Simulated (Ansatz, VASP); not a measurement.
**Al2Cu: VASP beside Ansatz**

The input INCAR:

```
SYSTEM = Al2Cu
PREC = Accurate ; ENCUT = 520
EDIFF = 1E-6 ; ISMEAR = 0
SIGMA = 0.15 ; LREAL = .FALSE.
LASPH = .TRUE. ; NELM = 80
ALGO = Fast ; ISIF = 2
LWAVE = .FALSE. ; LCHARG = .FALSE.
GGA = PE ; NBANDS = 26
```

The input KPOINTS:

```
regular mesh
0
G
  10 10 10
  0 0 0
```

POSCAR

```
Al2Cu
1.0
   -2.9656500000      2.9656500000      2.4168500000
    2.9656500000     -2.9656500000      2.4168500000
    2.9656500000      2.9656500000     -2.4168500000
Al Cu
4 2
Direct
    0.1587211657      0.6587211657      0.8174423314
    0.6587211657      0.8412788343      0.5000000000
    0.8412788343      0.3412788343      0.1825576686
    0.3412788343      0.1587211657      0.5000000000
    0.7500000000      0.7500000000      0.0000000000
    0.2500000000      0.2500000000      0.0000000000
```

Input for Ansatz:

```yaml
crystal:
  lattice:
    - [-2.96565, 2.96565, 2.41685]
    - [2.96565, -2.96565, 2.41685]
    - [2.96565, 2.96565, -2.41685]
  atoms:
    - { symbol: Al, position: [0.1587211657, 0.6587211657, 0.8174423314] }
    - { symbol: Al, position: [0.6587211657, 0.8412788343, 0.5] }
    - { symbol: Al, position: [0.8412788343, 0.3412788343, 0.1825576686] }
    - { symbol: Al, position: [0.3412788343, 0.1587211657, 0.5] }
    - { symbol: Cu, position: [0.75, 0.75, 0.0] }
    - { symbol: Cu, position: [0.25, 0.25, 0.0] }
basis:
  ecutwfc: 520.0
kpoints:
  mp_grid: { grid: [10, 10, 10] }
hamiltonian:
  xc: pbe
  pseudopotentials: { kind: paw, azcp: { folder: soft_1 } }
scf:
  occupations: { method: gaussian, width: 0.15 }
output:
  forces: true
  stress: true
  eigenvalues: true
```

Alike in both runs: task single point; functional PBE; k mesh 10 × 10 × 10; occupations gaussian, width 0.15 eV; no spin polarisation.

|  | VASP | Ansatz |
| --- | --- | --- |
| version | VASP 6.6.1 | Ansatz 0.2.0 |
| potentials or method | VASP PAW PBE potentials, release 64 (Al, Cu), cutoff 520 eV | scalar-relativistic, plane waves, PAW |
| valence electrons in the cell | 34 | 50 |

```csv
,VASP,Ansatz,Ansatz less VASP
gap on the k mesh at the Fermi level (eV),none,none,-
pressure (GPa),6.1,5.7,-0.44
"traceless stress, the component that is largest in VASP (GPa)",-1.00,-1.01,-0.013
rms of the force components (eV/Å),0.005,0.003,-0.0012
```

Atom by atom the forces differ by 0.001 eV/Å (rms over components). A gap of «none» marks a metal or a gap that the smearing closes. The functional is the same, so the differences come from potentials, cutoffs and numerics. VASP's potentials hold 34 valence electrons a cell and Ansatz's 50, so a difference there can come from the potentials and not from the codes.
